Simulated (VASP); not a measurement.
Wanted: the native input for a VASP 6.6.1 run.

* Task: single point
* Functional: PBE
* Potentials or basis: VASP PAW PBE potentials, release 64 (Fe_sv)
* Cutoff: 690 eV
* k mesh: 13 × 13 × 13
* Occupations: gaussian, width 0.018 eV
* Spin: collinear spin, ferromagnetic start
* Starting moments: [3.0] μB
* Dipole correction: no
* Further INCAR settings: ALGO = Normal; EDIFF = 1e-06; NBANDS = 18

The structure of Fe lies in POSCAR:

```
Fe
1.0
   -1.4430000000      1.4430000000      1.4430000000
    1.4430000000     -1.4430000000      1.4430000000
    1.4430000000      1.4430000000     -1.4430000000
Fe
1
Direct
    0.0000000000      0.0000000000      0.0000000000
```

These files were run (other wordings do the same):

INCAR

```
PREC = Accurate
ENCUT = 690
EDIFF = 1E-6
ISMEAR = 0
SIGMA = 0.018000000000000002
LREAL = F
LASPH = T
NELM = 200
ALGO = Normal
ISIF = 2
LWAVE = F
LCHARG = F
ISPIN = 2
MAGMOM = 3
LORBIT = 11
LMAXMIX = 4
GGA = PE
NBANDS = 18
GGA_COMPAT = F
```

KPOINTS

```
regular mesh
0
Gamma
  13 13 13
```

Potentials or basis: VASP PAW PBE potentials, release 64 (Fe_sv).

Command:

```sh
$ cat potpaw_PBE.64/Fe_sv/POTCAR > POTCAR
$ mpirun -np 1 vasp_std > vasp.out
```

It gave:

The pressure is -11.0 GPa and the net moment is 2.25 μB per cell. The site moments are Fe +2.27 μB. The valence electrons inside the program's atomic spheres are Fe 13.71.

Caveat: the cell stands under tension.

Wall time 25 s on 1 thread of Intel(R) Xeon(R) Platinum 8488C (Sapphire Rapids), with other jobs on the host, peak memory 0.17 GiB.
